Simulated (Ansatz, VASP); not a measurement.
## One calculation of Be4Se, two programs

```xyz
10
Lattice="2.6148 -2.6255 0.0000 2.6148 2.6255 0.0000 0.0000 0.0000 9.6298" Properties=species:S:1:pos:R:3 pbc="T T T"
Be    1.3099   -0.0012    3.7972
Be    3.9197    0.0012    8.6121
Be    2.6358   -1.2914    4.7688
Be    2.5939    1.2914    9.5837
Be    3.9197   -0.0012    1.0178
Be    1.3099    0.0012    5.8327
Be    2.5939   -1.2914    0.0461
Be    2.6358    1.2914    4.8610
Se    2.6148   -1.3168    2.4075
Se    2.6148    1.3168    7.2224
```

Change from the starting cell: the structure that the rattled cell fell into.

Alike in both runs: functional PBE; k mesh 10 × 10 × 4; occupations gaussian, width 0.1 eV; no spin polarisation.

Ansatz relaxed the structure, and its values are those at the end. VASP's run is a single point on that final structure, the one shown.

|  | VASP | Ansatz |
| --- | --- | --- |
| version | VASP 6.6.1 | Ansatz 0.2.0 |
| potentials or method | VASP PAW PBE potentials, release 64 (Be, Se), cutoff 520 eV | scalar-relativistic, plane waves, PAW |
| valence electrons in the cell | 28 | 48 |

Ansatz gave:

- gap on the k mesh at the Fermi level (eV): none
- pressure (GPa): 0.0
- rms of the force components (eV/Å): 0.004

Question: Which values does VASP return?

Answer: gap on the k mesh at the Fermi level (eV): none; pressure (GPa): 0.1; rms of the force components (eV/Å): 0.003.

A gap of «none» marks a metal or a gap that the smearing closes. With one functional, cell and mesh, what is left measures potentials, basis and numerics. VASP's potentials hold 28 valence electrons a cell and Ansatz's 48, so a difference there can come from the potentials and not from the codes.
